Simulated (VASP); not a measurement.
Set up this calculation in VASP 6.6.1, as the native input.

```yaml
Task: single point
Functional: PBEsol
Potentials_or_basis: VASP PAW PBE potentials, release 64 (Bi_d)
Cutoff: 520 eV
k_mesh: 18 × 18 × 18
Occupations: gaussian, width 0.15 eV
Spin: no spin polarisation
Dipole_correction: no
Further_INCAR_settings: ALGO = Normal; EDIFF = 1e-07; NBANDS = 14
```

The structure of Bi lies in POSCAR:

```
Bi
1.0
   -1.9814305318      1.9814305318      1.9814305318
    1.9814305318     -1.9814305318      1.9814305318
    1.9814305318      1.9814305318     -1.9814305318
Bi
1
Direct
    0.0000000000      0.0000000000      0.0000000000
```

This isn't the form of Bi at room conditions, which is rhombohedral.

The input as run:

INCAR

```
PREC = Accurate
ENCUT = 520
EDIFF = 1E-7
ISMEAR = 0
SIGMA = 0.15
LREAL = False
LASPH = True
NELM = 100
ALGO = Normal
ISIF = 2
LWAVE = False
LCHARG = True
GGA = PS
LELF = True
LVHAR = True
NBANDS = 14
```

KPOINTS

```
Automatic mesh
0
Gamma
  18 18 18
```

Potentials or basis: VASP PAW PBE potentials, release 64 (Bi_d).

The run is started by

```sh
$ cat potpaw_PBE.64/Bi_d/POTCAR > POTCAR
$ mpirun -np 1 vasp_std > vasp.out
```

Results of the run:

```
Pressure               : -2.0 GPa
Band gap on the k mesh : zero (an odd number of electrons rules out a gap without spin polarisation)
```

Caveat: the PAW data sets were made with another functional, which shifts forces and pressure a little; spin-orbit coupling is left out, which moves the levels of the heavy elements.

It took 110 s on 1 thread of Intel Xeon 8259CL, on a shared host, peak memory 0.21 GiB.
